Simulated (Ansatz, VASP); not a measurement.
**One calculation of Hf, two programs**

```
Hf
1.0
     2.98772    0.00000    0.00000
    -1.49386    2.58744    0.00000
     0.00000    0.00000    6.81474
Hf
2
Cartesian
  0.0000 0.0000 4.9994
  0.0000 0.0000 1.8154
```

Alike in both runs: task single point; functional PBE; k mesh 6 × 6 × 4; occupations gaussian, width 0.1 eV; no spin polarisation.

|  | VASP | Ansatz |
| --- | --- | --- |
| version | VASP 6.6.1 | Ansatz 0.2.0 |
| potentials or method | VASP PAW PBE potentials, release 64 (Hf_pv), cutoff 520 eV | scalar-relativistic, plane waves, PAW |
| valence electrons in the cell | 20 | 52 |

Ansatz gave:

| Quantity | Value |
| --- | --- |
| pressure (GPa) | -4.3 |
| traceless stress, the component that is largest in VASP (GPa) | -11.21 |
| rms of the force components (eV/Å) | 0.265 |

Q: Which values does VASP return?

A: Pressure (GPa): -4.7; traceless stress, the component that is largest in VASP (GPa): -11.00; rms of the force components (eV/Å): 0.258.

Atom by atom the forces differ by 0.006 eV/Å (rms over components). VASP's potentials hold 20 valence electrons a cell and Ansatz's 52, so a difference there can come from the potentials and not from the codes.

The k mesh is coarse, so the values compare programs but aren't converged. Spin-orbit coupling is off throughout.
